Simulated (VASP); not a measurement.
Write the native input for VASP 6.6.1 that does the following.

```
Task                   : relaxation of cell and atoms
Functional             : r2SCAN
Potentials or basis    : VASP PAW PBE potentials, release 64 (Al)
Cutoff                 : 600 eV
k mesh                 : 19 × 19 × 19
Occupations            : fermi-dirac, width 0.08 eV
Spin                   : no spin polarisation
Dipole correction      : no
Further INCAR settings : ALGO = Normal; EDIFF = 1e-06; IBRION = 2; EDIFFG = -0.005; NSW = 60; ISIF = 3
```

The system is Al.

```
Al
1.0
     0.00000    1.99670    1.99670
     1.99670    0.00000    1.99670
     1.99670    1.99670    0.00000
Al
1
Direct
  0.00000 0.00000 0.00000
```

The input as run:

POSCAR

```
Al
1.0
    0.0000000000      1.9967029009      1.9967029009
    1.9967029009      0.0000000000      1.9967029009
    1.9967029009      1.9967029009      0.0000000000
Al
1
Direct
    0.0000000000      0.0000000000      0.0000000000
```

INCAR.step1

```
SYSTEM = Al
  ALGO = Normal
  EDIFF = 1E-4
  ENCUT = 600
  GGA = PE
  ISMEAR = -1
  LASPH = .True.
  LCHARG = .False.
  LREAL = .False.
  LWAVE = .True.
  NELM = 100
  PREC = Accurate
  SIGMA = 0.08
```

INCAR.step2

```
SYSTEM = Al
  ALGO = Normal
  EDIFF = 1E-6
  EDIFFG = -0.005
  ENCUT = 600
  IBRION = 2
  ISIF = 3
  ISMEAR = -1
  ISTART = 1
  LASPH = .True.
  LCHARG = .False.
  LMIXTAU = .True.
  LREAL = .False.
  LWAVE = .False.
  METAGGA = R2SCAN
  NELM = 100
  NSW = 60
  PREC = Accurate
  SIGMA = 0.08
```

KPOINTS

```
k-points
0
Gamma
  19 19 19
  0 0 0
```

Potentials or basis: VASP PAW PBE potentials, release 64 (Al).

The run is started by

```sh
$ cat potpaw_PBE.64/Al/POTCAR > POTCAR
$ cp INCAR.step1 INCAR
$ mpirun -np 1 vasp_std > vasp.out
$ cp INCAR.step2 INCAR
$ mpirun -np 1 vasp_std > vasp.out
```

It gave:

The relaxed volume is 15.86 Å³/atom and the relaxed cell is a = 2.820 Å, b = 2.820 Å, c = 2.820 Å, α = 60.00°, β = 60.00°, γ = 60.00°. The space group after relaxing (to 0.1 Å) is Fm-3m (No. 225), the energy gained by relaxing is 0.1 meV/atom and the ionic steps are 3. The pressure after relaxing is 0.0 GPa and the band gap on the k mesh is zero (an odd number of electrons rules out a gap without spin polarisation).

Caveat: the PAW data sets were made with another functional, which shifts forces and pressure a little.

Wall time 110 s on 1 thread of Intel Xeon 8259CL, on a shared host, peak memory 0.16 GiB.
